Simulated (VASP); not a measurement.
Set up this calculation in VASP 6.6.1, as the native input.

```
Task                   : single point
Functional             : PBE
Potentials or basis    : VASP PAW PBE potentials, release 64 (Mg, B)
Cutoff                 : 520 eV
k mesh                 : 2 × 2 × 2
Occupations            : fermi-dirac, width 0.1 eV
Spin                   : no spin polarisation
Dipole correction      : no
Further INCAR settings : ALGO = Normal; EDIFF = 1e-06; NBANDS = 26
```

The structure of Mg12B (a cell with a defect) lies in POSCAR:

```
Mg12B
1.0
    6.4070000000      0.0000000000      0.0000000000
   -4.8052500000      8.3229370000      0.0000000000
    0.0000000000      0.0000000000      5.2015000000
Mg B
12 1
Direct
    0.1155498576      0.1820150747      0.1978467750
    0.3679806224      0.1303265902      0.7374026723
    0.1950163550      0.5193839627      0.2621166971
    0.3846821154      0.4663978593      0.7607997693
    0.1455979270      0.9183176564      0.2814188215
    0.3187952119      0.7760721966      0.7978275497
    0.6531202547      0.2269271052      0.2510237432
    0.8166818142      0.1048187677      0.7276554840
    0.7040707749      0.5529538431      0.2324714025
    0.8155616708      0.4218102336      0.7423627800
    0.6466134665      0.8996103178      0.2258194752
    0.8324291872      0.7974348478      0.7772565606
    0.0229191940      0.6698596902      0.4996443334
```

The input as run:

INCAR

```
SYSTEM = Mg12B
  ALGO = Normal
  EDIFF = 1E-6
  ENCUT = 520
  GGA = PE
  ISIF = 2
  ISMEAR = -1
  LASPH = .TRUE.
  LCHARG = .FALSE.
  LREAL = .FALSE.
  LWAVE = .FALSE.
  NBANDS = 26
  NELM = 60
  PREC = Accurate
  SIGMA = 0.1
```

KPOINTS

```
k-points
0
G
  2 2 2
  0 0 0
```

Potentials or basis: VASP PAW PBE potentials, release 64 (Mg, B).

The run is started by

```sh
$ cat potpaw_PBE.64/Mg/POTCAR potpaw_PBE.64/B/POTCAR > POTCAR
$ mpirun -np 1 vasp_std > vasp.out
```

Results of the run:

* Pressure: 1.7 GPa
* Largest force: 1.303 eV/Å

Caveat: the k points lie up to 0.60 Å⁻¹ apart.

Run time: 55 s on 1 thread of Intel(R) Xeon(R) Platinum 8488C (Sapphire Rapids) (shared host), peak memory 0.36 GiB.
